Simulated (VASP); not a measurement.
# ZnS (F-43m) in VASP: notebook

The runs below take ZnS through relaxation of cell and atoms, single point, with LDA.

All numbers are computed with VASP 6.6.1; they aren't measurements. Logs are shortened: lines on timing, memory, paths and dates and some standing lists are left out, and cuts for length are marked.

**What was measured.**

From “Electronic, vibrational, and thermodynamic properties of ZnS (zincblende and rocksalt structure)”, 2009, arxiv:0911.5022, for a bulk crystal of ZnS at 19 K: band gap 3.85 eV (direct).

The runs below are set against these values where they give the same quantity.

### 1 The cell of the first run

The structure is cubic, space group F-43m (No. 216). The conventional cell has a = 5.297 Å, b = 5.297 Å, c = 5.297 Å, α = 90.00°, β = 90.00°, γ = 90.00°. Zn (site symmetry -43m) has 4 S at 2.29 Å within 3.0 Å. Within 3.0 Å of S (site symmetry -43m) lie 4 Zn at 2.29 Å.

### 2 Relaxation of cell and atoms, LDA, target pressure 12 GPa, at which the enthalpy is minimised

Contents of INCAR:

```
SYSTEM = ZnS
  ALGO = Normal
  EDIFF = 1E-6
  EDIFFG = -0.001
  ENCUT = 600
  GGA = CA
  IBRION = 2
  ISIF = 3
  ISMEAR = 0
  LASPH = .True.
  LCHARG = .False.
  LREAL = .False.
  LWAVE = .False.
  NELM = 60
  NSW = 80
  PREC = Accurate
  PSTRESS = 120.0
  SIGMA = 0.01
```

Contents of KPOINTS:

```
k-points
0
Gamma
  10 10 10
  0 0 0
```

Contents of POSCAR:

```
ZnS
1.0
    0.0000000000      2.6483447004      2.6483447004
    2.6483447004      0.0000000000      2.6483447004
    2.6483447004      2.6483447004      0.0000000000
Zn S
1 1
Direct
    0.0000000000      0.0000000000      0.0000000000
    0.7500000000      0.7500000000      0.7500000000
```

Potentials or basis: VASP PAW LDA potentials, release 64 (Zn, S).

Launch:

```console
> cat potpaw_LDA.64/Zn/POTCAR potpaw_LDA.64/S/POTCAR > POTCAR
> mpirun -np 1 vasp_std > vasp.out
```

OUTCAR:

```text
SYSTEM = ZnS
   EDIFF = 1E-6
   EDIFFG = -0.001
   ENCUT = 600
   GGA = CA
   IBRION = 2
   ISIF = 3
   ISMEAR = 0
   LASPH = .True.
   LREAL = .False.
   NELM = 60
   NSW = 80
   PREC = Accurate
   PSTRESS = 120.0

 ion  position               nearest neighbor table
   1  0.000  0.000  0.000-   2 2.29   2 2.29   2 2.29   2 2.29
   2  0.750  0.750  0.750-   1 2.29   1 2.29   1 2.29   1 2.29

  LATTYP: Found a face centered cubic cell.
 ALAT       =     5.2966894008

  Lattice vectors:

 A1 = (   0.0000000000,   2.6483447004,   2.6483447004)
 A2 = (   2.6483447004,   0.0000000000,   2.6483447004)
 A3 = (   2.6483447004,   2.6483447004,   0.0000000000)

Analysis of symmetry for initial positions (statically):
=====================================================================
 Subroutine PRICEL returns:
 Original cell was already a primitive cell.

 Routine SETGRP: Setting up the symmetry group for a
 face centered cubic supercell.

 Subroutine GETGRP returns: Found 24 space group operations
 (whereof 24 operations were pure point group operations)
 out of a pool of 48 trial point group operations.

The static configuration has the point symmetry T_d .

Analysis of symmetry for dynamics (positions and initial velocities):
=====================================================================
 Subroutine PRICEL returns:
 Original cell was already a primitive cell.

 Routine SETGRP: Setting up the symmetry group for a
 face centered cubic supercell.

 Subroutine GETGRP returns: Found 24 space group operations
 (whereof 24 operations were pure point group operations)
 out of a pool of 48 trial point group operations.

The dynamic configuration has the point symmetry T_d .

 Subroutine INISYM returns: Found 24 space group operations
 (whereof 24 operations are pure point group operations),
 and found     1 'primitive' translations

----------------------------------------------------------------------------------------

                                     Primitive cell

  volume of cell :      37.1495

  direct lattice vectors                    reciprocal lattice vectors
     0.000000000  2.648344700  2.648344700    -0.188797176  0.188797176  0.188797176
     2.648344700  0.000000000  2.648344700     0.188797176 -0.188797176  0.188797176
     2.648344700  2.648344700  0.000000000     0.188797176  0.188797176 -0.188797176

  length of vectors
     3.745324993  3.745324993  3.745324993     0.327006301  0.327006301  0.327006301

  position of ions in fractional coordinates (direct lattice)
     0.000000000  0.000000000  0.000000000
     0.750000000  0.750000000  0.750000000

  ion indices of the primitive-cell ions
   primitive index   ion index
                 1           1
                 2           2

----------------------------------------------------------------------------------------

 KPOINTS: k-points

Automatic generation of k-mesh.
 Grid dimensions read from file:
 generate k-points for:   10   10   10

 Generating k-lattice:

  Cartesian coordinates                     Fractional coordinates (reciprocal lattice)
    -0.018879718  0.018879718  0.018879718     0.100000000  0.000000000  0.000000000
     0.018879718 -0.018879718  0.018879718     0.000000000  0.100000000  0.000000000
     0.018879718  0.018879718 -0.018879718     0.000000000  0.000000000  0.100000000

  Length of vectors
     0.032700630  0.032700630  0.032700630

  Shift w.r.t. Gamma in fractional coordinates (k-lattice)
     0.000000000  0.000000000  0.000000000

 Subroutine IBZKPT returns following result:
 ===========================================

 Found     47 irreducible k-points:

 Following reciprocal coordinates:
            Coordinates               Weight
  0.000000  0.000000  0.000000      1.000000
  0.100000  0.000000  0.000000      8.000000
  0.200000  0.000000  0.000000      8.000000
  0.300000  0.000000  0.000000      8.000000
  0.400000  0.000000  0.000000      8.000000
  0.500000  0.000000  0.000000      4.000000
[... 16 lines left out ...]
  0.300000  0.300000  0.000000      6.000000
  0.400000  0.300000  0.000000     24.000000
 [... further k-points ...]
   k-points           NKPTS =     47   k-points in BZ     NKDIM =     47   number of bands    NBANDS=     13
   number of dos      NEDOS =    301   number of ions     NIONS =      2
   total plane-waves  NPLWV =  27000
   dimension x,y,z NGX =    30 NGY =   30 NGZ =   30
   dimension x,y,z NGXF=    60 NGYF=   60 NGZF=   60
   ions per type =               1   1
   NGX,Y,Z   is equivalent  to a cutoff of  13.32, 13.32, 13.32 a.u.
   NGXF,Y,Z  is equivalent  to a cutoff of  26.63, 26.63, 26.63 a.u.
 SYSTEM =  ZnS
   PREC   = accura    normal or accurate (medium, high low for compatibility)
   ISTART =      0    job   : 0-new  1-cont  2-samecut
   ICHARG =      2    charge: 1-file 2-atom 10-const
   ISPIN  =      1    spin polarized calculation?
   LNONCOLLINEAR =      F non collinear calculations
[... 47 lines left out ...]

 Free energy of the ion-electron system (eV)
  ---------------------------------------------------
  ext. energy  EPLUGINS =         0.00000000
  ---------------------------------------------------
  free energy    TOTEN  =        -8.20805492 eV

  energy without entropy =       -8.20805492  energy(sigma->0) =       -8.20805492

------------------------ aborting loop because EDIFF is reached ----------------------------------------

  FORCE on cell =-STRESS in cart. coord.  units (eV):
  Direction    XX          YY          ZZ          XY          YZ          ZX
  --------------------------------------------------------------------------------------
  -------------------------------------------------------------------------------------
  Total        0.0634310      0.0634310      0.0634310      0.0000000      0.0000000      0.0000000
  in kB        2.7356384      2.7356384      2.7356384      0.0000000      0.0000000      0.0000000
  external PRESSURE =    -117.2643616 kB  Pullay stress =     120.0000000 kB
[... 23 lines left out ...]
  enthalpy is  TOTEN    =        -5.4256252730 eV   P V=        2.7824296459

--------------------------------------- Ionic step        2  -------------------------------------------

 number of electron      18.0000001 magnetization

 E-fermi :   4.9421     XC(G=0): -11.2987

 val. band max:        4.8440289910   @ k =   0.0000   0.0000   0.0000
 cond. band min:       7.3535699658   @ k =   0.5000   0.5000   0.0000
 fundamental gap:      2.5095409748
 Fermi energy:         4.9420563747

 k-point     1 :       0.0000    0.0000    0.0000
  band No.  band energies     occupation
      1     -10.4908      2.00000
      2      -3.1227      2.00000
      3      -3.1227      2.00000
      4      -3.1227      2.00000
      5      -2.2913      2.00000
      6      -2.2913      2.00000
      7       4.8440      2.00000
      8       4.8440      2.00000
      9       4.8440      2.00000
     10       7.9832      0.00000
     11      10.7621      0.00000
     12      10.7621      0.00000
     13      10.7621      0.00000
[... 353 lines left out ...]
 k-point    24 :       0.4000    0.3000    0.0000
  band No.  band energies     occupation
      1      -8.9386      2.00000
      2      -3.3587      2.00000
      3      -2.7227      2.00000
      4      -2.7219      2.00000
      5      -2.2997      2.00000
      6      -2.1807      2.00000
      7       0.2290      2.00000
      8       1.8289      2.00000
      9       2.1275      2.00000
     10       8.1675      0.00000
     11       9.4409      0.00000
     12      14.4491      0.00000
     13      15.1554      0.00000

 [... further k-points ...]
[... 5 lines left out ...]
  --------------------------------------------------------------------------------------
  -------------------------------------------------------------------------------------
  Total        5.3350409      5.3350409      5.3350409     -0.0000000     -0.0000000      0.0000000
  in kB      282.0178479    282.0178479    282.0178479     -0.0000000     -0.0000000      0.0000000
  external PRESSURE =     162.0178479 kB  Pullay stress =     120.0000000 kB
[... 251 lines left out ...]
  enthalpy is  TOTEN    =        -5.5753703970 eV   P V=        2.5021937755

--------------------------------------- Ionic step        9  -------------------------------------------

 number of electron      18.0000011 magnetization

 Free energy of the ion-electron system (eV)
  ---------------------------------------------------
  ext. energy  EPLUGINS =         0.00000000
  ---------------------------------------------------
  free energy    TOTEN  =        -8.07761770 eV

  energy without entropy =       -8.07761770  energy(sigma->0) =       -8.07761770

 E-fermi :   3.7360     XC(G=0): -10.8204

 val. band max:        3.6605837834   @ k =   0.0000   0.0000   0.0000
 cond. band min:       6.3217835327   @ k =   0.0000   0.0000   0.0000
 fundamental gap:      2.6611997493
 Fermi energy:         3.7359930324

 k-point     1 :       0.0000    0.0000    0.0000
  band No.  band energies     occupation
      1     -10.7594      2.00000
      2      -3.6622      2.00000
      3      -3.6622      2.00000
      4      -3.6622      2.00000
      5      -2.9700      2.00000
      6      -2.9700      2.00000
      7       3.6606      2.00000
      8       3.6606      2.00000
      9       3.6606      2.00000
     10       6.3218      0.00000
     11       9.7454      0.00000
     12       9.7454      0.00000
     13       9.7454      0.00000
[... 353 lines left out ...]
 k-point    24 :       0.4000    0.3000    0.0000
  band No.  band energies     occupation
      1      -9.4343      2.00000
      2      -3.8053      2.00000
      3      -3.3260      2.00000
      4      -3.3215      2.00000
      5      -2.9617      2.00000
      6      -2.8829      2.00000
      7      -0.6420      2.00000
      8       1.0492      2.00000
      9       1.3186      2.00000
     10       7.2209      0.00000
     11       8.3117      0.00000
     12      12.8652      0.00000
     13      13.7334      0.00000

 [... further k-points ...]
[... 5 lines left out ...]
  --------------------------------------------------------------------------------------
  -------------------------------------------------------------------------------------
  Total        2.5011966      2.5011966      2.5011966     -0.0000000     -0.0000000     -0.0000000
  in kB      119.9496122    119.9496122    119.9496122     -0.0000000     -0.0000000     -0.0000000
  external PRESSURE =      -0.0503878 kB  Pullay stress =     120.0000000 kB
[... 17 lines left out ...]
  FREE ENERGIE OF THE ION-ELECTRON SYSTEM (eV)
  ---------------------------------------------------
  free  energy   TOTEN  =        -8.0776177047 eV

  energy  without entropy=       -8.0776177047  energy(sigma->0) =       -8.07761770

  enthalpy is  TOTEN    =        -5.5753704231 eV   P V=        2.5022472816

 reached required accuracy - stopping structural energy minimisation
```

Run time: 46 s. Hardware: 1 thread of Intel Xeon Platinum 8559C (Emerald Rapids), shared host; peak memory 0.17 GiB.

Results:

* Free energy: -8.0776 eV
* Relaxed volume: 16.70 Å³/atom
* Relaxed cell: a = 3.615 Å, b = 3.615 Å, c = 3.615 Å, α = 60.00°, β = 60.00°, γ = 60.00°
* Space group after relaxing (to 0.05 Å): F-43m (No. 216)
* Energy change on relaxing (the enthalpy is what falls): +65.2 meV/atom
* Ionic steps: 9
* Pressure after relaxing: 12.0 GPa
* Band gap on the k mesh: 2.66 eV, direct

The path:
```csv
step,energy change (eV),largest force (eV/Å),pressure (GPa),volume (Å³)
1,0.0000,0.0000,0.27,37.15
2,0.5072,0.0000,28.20,30.31
3,0.1262,0.0000,11.79,33.47
4,0.1315,0.0000,12.04,33.39
5,0.1303,0.0000,11.99,33.41
6,0.1305,0.0000,12.01,33.41
7,0.1304,0.0000,11.97,33.41
8,0.1305,0.0000,12.03,33.41
9,0.1304,0.0000,11.99,33.41
```

Final structure:
```yaml
crystal:
  lattice:
    - [0.00000, 2.55629, 2.55629]
    - [2.55629, 0.00000, 2.55629]
    - [2.55629, 2.55629, 0.00000]
  atoms:
    - { symbol: Zn, position: [0.00000, 0.00000, 0.00000] }
    - { symbol: S, position: [0.75000, 0.75000, 0.75000] }
```

Levels at points of the mesh, in eV from the valence-band top:
| k point | band 6 | band 7 | band 8 | band 9 | band 10 | band 11 | band 12 | band 13 |
| --- | --- | --- | --- | --- | --- | --- | --- | --- |
| (0.00, 0.00, 0.00) | -6.63 | 0.00 | 0.00 | 0.00 | 2.66 | 6.08 | 6.08 | 6.08 |
| (0.50, 0.00, 0.00) | -6.58 | -6.30 | -1.15 | -1.15 | 3.42 | 6.65 | 6.65 | 9.18 |
| (0.50, 0.50, 0.00) | -6.34 | -5.37 | -2.92 | -2.92 | 2.79 | 3.78 | 12.03 | 12.94 |

Caveat: the cell is relaxed towards a set pressure, so the enthalpy falls and the energy may rise. A k mesh can miss the band edges.

### 3 Single point, LDA

This run uses another cell than the first one, of 14.98 Å³/atom, 0.806 times its volume.

Contents of INCAR:

```
PREC     = Accurate       # precision mode
ENCUT    = 520            # plane-wave cutoff, eV
EDIFF    = 1E-6           # SCF threshold, eV
ISMEAR   = 0              # smearing method
SIGMA    = 0.01           # smearing width, eV
LREAL    = F              # projectors in reciprocal space
LASPH    = T              # aspherical terms in the spheres
NELM     = 100            # most SCF steps
ALGO     = Normal         # electronic algorithm
ISIF     = 2              # what is computed and relaxed
LWAVE    = F              # write WAVECAR
LCHARG   = F              # write CHGCAR
GGA      = CA             # functional
NBANDS   = 16             # bands
```

Contents of KPOINTS:

```
Automatic mesh
0
Gamma
  10 10 10
```

Contents of POSCAR:

```
ZnS
1.0
    0.0000000000      2.4650651738      2.4650651738
    2.4650651738      0.0000000000      2.4650651738
    2.4650651738      2.4650651738      0.0000000000
Zn S
1 1
Direct
    0.0000000000      0.0000000000      0.0000000000
    0.7500000000      0.7500000000      0.7500000000
```

Potentials or basis: VASP PAW LDA potentials, release 64 (Zn, S).

Launch:

```console
> cat potpaw_LDA.64/Zn/POTCAR potpaw_LDA.64/S/POTCAR > POTCAR
> mpirun -np 1 vasp_std > vasp.out
```

Run time: 25 s. Hardware: 1 thread of Intel Xeon 6975P-C, shared host; peak memory 0.15 GiB.

Results (log left out):

```
Free energy            : -7.6346 eV
Pressure               : 30.6 GPa
Band gap on the k mesh : 2.47 eV, indirect (least direct gap 3.20 eV)
```

Levels at points of the mesh, in eV from the valence-band top:
```csv
k point,band 6,band 7,band 8,band 9,band 10,band 11,band 12,band 13
"(0.00, 0.00, 0.00)",-7.20,0.00,0.00,0.00,3.20,5.89,5.89,5.89
"(0.50, 0.00, 0.00)",-7.14,-6.80,-1.36,-1.36,3.59,6.48,6.48,9.43
"(0.50, 0.50, 0.00)",-6.88,-5.90,-3.44,-3.44,2.47,3.58,13.04,13.69
```

### 4 Single point, LDA

Contents of INCAR:

```
SYSTEM = ZnS
  PREC = Accurate
  ENCUT = 520
  EDIFF = 1E-6
  ISMEAR = 0
  SIGMA = 0.02
  LREAL = .False.
  LASPH = .True.
  NELM = 80
  ALGO = Normal
  ISIF = 2
  LWAVE = .False.
  LCHARG = .False.
  NBANDS = 16
```

Contents of KPOINTS:

```
regular mesh
0
Gamma
  10 10 10
  0 0 0
```

Contents of POSCAR:

```
ZnS
1.0
    0.0000000000      2.6483447030      2.6483447030
    2.6483447030      0.0000000000      2.6483447030
    2.6483447030      2.6483447030      0.0000000000
Zn S
1 1
Direct
    0.0000000000      0.0000000000      0.0000000000
    0.7500000000      0.7500000000      0.7500000000
```

Launch:

```console
> cat potpaw_LDA.64/Zn/POTCAR potpaw_LDA.64/S/POTCAR > POTCAR
> mpirun -np 1 vasp_std > vasp.out
```

It took 21 s on 1 thread of Intel Xeon 6975P-C, shared host; peak memory 0.15 GiB.

The run converged. Its results:

| Item | Value |
| --- | --- |
| Free energy | -8.2079 eV |
| Pressure | 0.2 GPa |
| Band gap on the k mesh | 2.16 eV, direct |

Levels at points of the mesh, in eV from the valence-band top:
```
           k point  band 5  band 6  band 7  band 8  band 9  band 10  band 11  band 12  band 13  band 14
(0.00, 0.00, 0.00)   -6.20   -6.20    0.00    0.00    0.00     2.16     6.21     6.21     6.21    11.83
(0.50, 0.00, 0.00)   -6.17   -5.98   -5.78   -0.97   -0.97     3.23     6.76     6.76     8.85    12.15
(0.50, 0.50, 0.00)   -6.12   -5.96   -4.91   -2.47   -2.47     3.06     3.89    11.16    12.20    12.20
```

### 5 Single point, LDA

Contents of INCAR:

```
SYSTEM = ZnS
  PREC = Accurate
  ENCUT = 520
  EDIFF = 1E-6
  ISMEAR = 0
  SIGMA = 0.01
  LREAL = .FALSE.
  LASPH = .TRUE.
  NELM = 80
  ALGO = Normal
  ISIF = 2
  LWAVE = .FALSE.
  LCHARG = .FALSE.
  GGA = CA
  NBANDS = 16
```

Contents of KPOINTS:

```
Automatic mesh
0
G
  10 10 10
  0 0 0
```

POSCAR is that of step 4.

Launch:

```console
> cat potpaw_LDA.64/Zn/POTCAR potpaw_LDA.64/S/POTCAR > POTCAR
> mpirun -np 1 vasp_std > vasp.out
```

It used 17 s of CPU time on 1 thread of Intel Xeon 6975P-C, on a shared host.

The run converged. Its results:

- Free energy: -8.2079 eV
- Pressure: 0.2 GPa
- Band gap on the k mesh: 2.16 eV, direct

Levels at points of the mesh, in eV from the valence-band top:
```
           k point  band 6  band 7  band 8  band 9  band 10  band 11  band 12  band 13
(0.00, 0.00, 0.00)   -6.20    0.00    0.00    0.00     2.16     6.21     6.21     6.21
(0.50, 0.00, 0.00)   -5.98   -5.78   -0.97   -0.97     3.23     6.76     6.76     8.85
(0.50, 0.50, 0.00)   -5.96   -4.91   -2.47   -2.47     3.06     3.89    11.16    12.20
```

### 6 Summary

| task | cell | cutoff (eV) | smearing | gap on the mesh (eV) | pressure (GPa) |
| --- | --- | --- | --- | --- | --- |
| relaxation of cell and atoms | relaxed to 12 GPa from a = 3.745 Å, angles 60.0°, 2 atoms | 600 | gaussian 0.01 eV | 2.66 | 12.0 |
| single point | a = 3.486 Å, angles 60.0°, 2 atoms | 520 | gaussian 0.01 eV | 2.47 | 30.6 |
| single point | a = 3.745 Å, angles 60.0°, 2 atoms | 520 | gaussian 0.02 eV | 2.16 | 0.2 |
| single point | a = 3.745 Å, angles 60.0°, 2 atoms | 520 | gaussian 0.01 eV | 2.16 | 0.2 |

Alike in all rows: level LDA; potentials or basis VASP PAW LDA potentials, release 64 (Zn, S); no spin polarisation; k mesh 10 × 10 × 10.

Caveats: the cell is relaxed towards a set pressure, so the enthalpy falls and the energy may rise (some runs).

Total energies depend on the potentials used, so only differences within one code and one set of settings carry meaning.

### 7 Against experiment

Step 4. Against the measured gap of ZnS, 3.85 eV (direct; 19 K; quoted in “Electronic, vibrational, and thermodynamic properties of ZnS (zincblende and rocksalt structure)”, 2009, arxiv:0911.5022), the calculated 2.16 eV is off by -1.69 eV. The value is that of LDA, without temperature or zero-point motion. Semilocal functionals fall short of measured gaps as a rule.
